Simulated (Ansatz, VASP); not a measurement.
**Two plane-wave programs on SrCl2**

The input POSCAR:

```
SrCl2
1.0
    0.0000000000      3.4977180853      3.4977180853
    3.4977180853      0.0000000000      3.4977180853
    3.4977180853      3.4977180853      0.0000000000
Sr Cl
1 2
Direct
    0.0000000000      0.0000000000      0.0000000000
    0.2500000000      0.2500000000      0.2500000000
    0.7500000000      0.7500000000      0.7500000000
```

The input INCAR.step1:

```
SYSTEM = SrCl2
PREC     = Accurate       ! precision mode
ENCUT    = 520            ! plane-wave cutoff, eV
EDIFF    = 1E-5           ! SCF threshold, eV
ISMEAR   = 0              ! smearing method
SIGMA    = 0.01           ! smearing width, eV
LREAL    = .FALSE.        ! projectors in reciprocal space
LASPH    = .TRUE.         ! aspherical terms in the spheres
NELM     = 60             ! most SCF steps
ALGO     = Normal         ! electronic algorithm
ISIF     = 2              ! what is computed and relaxed
LWAVE    = .TRUE.         ! write WAVECAR
LCHARG   = .FALSE.        ! write CHGCAR
GGA      = PE             ! functional
NBANDS   = 19             ! bands
```

The input INCAR.step2:

```
SYSTEM = SrCl2
PREC     = Accurate       ! precision mode
ENCUT    = 520            ! plane-wave cutoff, eV
EDIFF    = 1E-7           ! SCF threshold, eV
ISMEAR   = 0              ! smearing method
SIGMA    = 0.01           ! smearing width, eV
LREAL    = .FALSE.        ! projectors in reciprocal space
LASPH    = .TRUE.         ! aspherical terms in the spheres
NELM     = 60             ! most SCF steps
ALGO     = Normal         ! electronic algorithm
ISIF     = 2              ! what is computed and relaxed
LWAVE    = .FALSE.        ! write WAVECAR
LCHARG   = .FALSE.        ! write CHGCAR
GGA      = PE             ! functional
LHFCALC  = .TRUE.         ! exact exchange
AEXX     = 0.5            ! exact-exchange fraction
HFSCREEN = 0.3            ! screening, 1/A
PRECFOCK = Normal       
ISTART   = 1            
NBANDS   = 19             ! bands
```

KPOINTS

```
regular mesh
0
G
  4 4 4
  0 0 0
```

Input for Ansatz:

```yaml
crystal:
  lattice:
    - [0.0, 3.4977180853, 3.4977180853]
    - [3.4977180853, 0.0, 3.4977180853]
    - [3.4977180853, 3.4977180853, 0.0]
  atoms:
    - { symbol: Sr, position: [0.0, 0.0, 0.0] }
    - { symbol: Cl, position: [0.25, 0.25, 0.25] }
    - { symbol: Cl, position: [0.75, 0.75, 0.75] }
kpoints:
  mp_grid: { grid: [4, 4, 4] }
hamiltonian:
  xc: { exchange: pbe, correlation: pbe, exx: { coeff: 0.5, omega: 0.3 } }
scf:
  occupations: { method: fixed }
  n_extra_bands: 4
output:
  forces: true
  stress: true
  eigenvalues: true
```

Alike in both runs: task single point; functional PBE-based screened hybrid with a share of 0.5 of exact exchange and HFSCREEN = 0.3; k mesh 4 × 4 × 4; no spin polarisation.

|  | VASP | Ansatz |
| --- | --- | --- |
| version | VASP 6.6.1 | Ansatz 0.2.0 |
| potentials or method | VASP PAW PBE potentials, release 64 (Sr_sv, Cl) | plane waves |
| plane-wave cutoff (eV) | 520 | 420 |
| occupations | gaussian, width 0.01 eV | fixed |
| valence electrons in the cell | 24 | 24 |

Ansatz gave:

| Property | Result |
| --- | --- |
| gap on the k mesh at the Fermi level (eV) | 7.43 |
| pressure (GPa) | -0.3 |

Which values does VASP return?

gap on the k mesh at the Fermi level (eV): 7.42; pressure (GPa): -0.2.

VASP's potentials were made for PBE, not for PBE-based screened hybrid. Ansatz's warnings: stress exchange threshold loose, stress scf threshold loose.
